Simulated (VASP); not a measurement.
Input of a VASP 6.6.1 run:

File INCAR:

```
SYSTEM = Ru
PREC     = Accurate       ! precision mode
ENCUT    = 520            ! plane-wave cutoff, eV
EDIFF    = 1E-6           ! SCF threshold, eV
ISMEAR   = -1             ! smearing method
SIGMA    = 0.08           ! smearing width, eV
LREAL    = .FALSE.        ! projectors in reciprocal space
LASPH    = .TRUE.         ! aspherical terms in the spheres
NELM     = 80             ! most SCF steps
ALGO     = Normal         ! electronic algorithm
ISIF     = 2              ! what is computed and relaxed
LWAVE    = .FALSE.        ! write WAVECAR
LCHARG   = .FALSE.        ! write CHGCAR
GGA      = PE             ! functional
NBANDS   = 21             ! bands
```

The input KPOINTS:

```
regular mesh
0
G
  18 18 10
  0 0 0
```

POSCAR

```
Ru
1.0
    2.6027521572      0.0000000000      0.0000000000
   -1.3013760786      2.2540494879      0.0000000000
    0.0000000000      0.0000000000      4.1310537582
Ru
2
Direct
    0.3333333333      0.6666666667      0.2500000000
    0.6666666667      0.3333333333      0.7500000000
```

Potentials or basis: VASP PAW PBE potentials, release 64 (Ru_pv).

Command:

```bash
$ cat potpaw_PBE.64/Ru_pv/POTCAR > POTCAR
$ mpirun -np 1 vasp_std > vasp.out
```

Q: Predict the band gap on the k mesh.

A: Zero (band 14 reaches 16.80 eV, above the bottom of band 15 at 13.08 eV).

Q: What does it give for the pressure?

A: 54.2 GPa.
